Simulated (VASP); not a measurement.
Input of a VASP 6.6.1 run:

INCAR

```
ALGO = Normal
EDIFF = 1E-6
ENCUT = 500
GGA = PS
GGA_COMPAT = False
ISIF = 2
ISMEAR = -1
ISYM = -1
LASPH = True
LCHARG = False
LREAL = Auto
LWAVE = False
NBANDS = 262
NELM = 120
PREC = Accurate
SIGMA = 0.05
```

KPOINTS

```
explicit points
1
Reciprocal
  0.25000000   0.25000000   0.25000000 1
```

POSCAR

```
NaCl
1.0
   11.2000000000      0.0000000000      0.0000000000
    0.0000000000     11.2000000000      0.0000000000
    0.0000000000      0.0000000000     11.2000000000
Cl Na
32 32
Direct
    0.2500000000      0.0000000000      0.0000000000
    0.2500000000      0.0000000000      0.5000000000
    0.2500000000      0.5000000000      0.0000000000
    0.2500000000      0.5000000000      0.5000000000
    0.7500000000      0.0000000000      0.0000000000
    0.7500000000      0.0000000000      0.5000000000
    0.7500000000      0.5000000000      0.0000000000
    0.7500000000      0.5000000000      0.5000000000
    0.0000000000      0.2500000000      0.0000000000
    0.0000000000      0.2500000000      0.5000000000
    0.0000000000      0.7500000000      0.0000000000
    0.0000000000      0.7500000000      0.5000000000
    0.5000000000      0.2500000000      0.0000000000
    0.5000000000      0.2500000000      0.5000000000
    0.5000000000      0.7500000000      0.0000000000
    0.5000000000      0.7500000000      0.5000000000
    0.0000000000      0.0000000000      0.2500000000
    0.0000000000      0.0000000000      0.7500000000
    0.0000000000      0.5000000000      0.2500000000
    0.0000000000      0.5000000000      0.7500000000
    0.5000000000      0.0000000000      0.2500000000
    0.5000000000      0.0000000000      0.7500000000
    0.5000000000      0.5000000000      0.2500000000
    0.5000000000      0.5000000000      0.7500000000
    0.2500000000      0.2500000000      0.2500000000
    0.2500000000      0.2500000000      0.7500000000
    0.2500000000      0.7500000000      0.2500000000
    0.2500000000      0.7500000000      0.7500000000
    0.7500000000      0.2500000000      0.2500000000
    0.7500000000      0.2500000000      0.7500000000
    0.7500000000      0.7500000000      0.2500000000
    0.7500000000      0.7500000000      0.7500000000
    0.0000000000      0.0000000000      0.0000000000
    0.0000000000      0.0000000000      0.5000000000
    0.0000000000      0.5000000000      0.0000000000
    0.0000000000      0.5000000000      0.5000000000
    0.5000000000      0.0000000000      0.0000000000
    0.5000000000      0.0000000000      0.5000000000
    0.5000000000      0.5000000000      0.0000000000
    0.5000000000      0.5000000000      0.5000000000
    0.2500000000      0.2500000000      0.0000000000
    0.2500000000      0.2500000000      0.5000000000
    0.2500000000      0.7500000000      0.0000000000
    0.2500000000      0.7500000000      0.5000000000
    0.7500000000      0.2500000000      0.0000000000
    0.7500000000      0.2500000000      0.5000000000
    0.7500000000      0.7500000000      0.0000000000
    0.7500000000      0.7500000000      0.5000000000
    0.2500000000      0.0000000000      0.2500000000
    0.2500000000      0.0000000000      0.7500000000
    0.2500000000      0.5000000000      0.2500000000
    0.2500000000      0.5000000000      0.7500000000
    0.7500000000      0.0000000000      0.2500000000
    0.7500000000      0.0000000000      0.7500000000
    0.7500000000      0.5000000000      0.2500000000
    0.7500000000      0.5000000000      0.7500000000
    0.0000000000      0.2500000000      0.2500000000
    0.0000000000      0.2500000000      0.7500000000
    0.0000000000      0.7500000000      0.2500000000
    0.0000000000      0.7500000000      0.7500000000
    0.5000000000      0.2500000000      0.2500000000
    0.5000000000      0.2500000000      0.7500000000
    0.5000000000      0.7500000000      0.2500000000
    0.5000000000      0.7500000000      0.7500000000
```

Potentials or basis: VASP PAW PBE potentials, release 64 (Cl, Na_pv).

Command:

```console
$ cat potpaw_PBE.64/Cl/POTCAR potpaw_PBE.64/Na_pv/POTCAR > POTCAR
$ mpirun -np 1 vasp_std > vasp.out
```

Task: Predict the pressure.

Result: 0.0 GPa.

Task: What does it give for the band gap on the k mesh?

Result: 5.57 eV.

Caveat: the PAW data sets were made with another functional, which shifts forces and pressure a little; a shifted mesh leaves out Γ, where band edges can lie. A k mesh can miss the band edges.
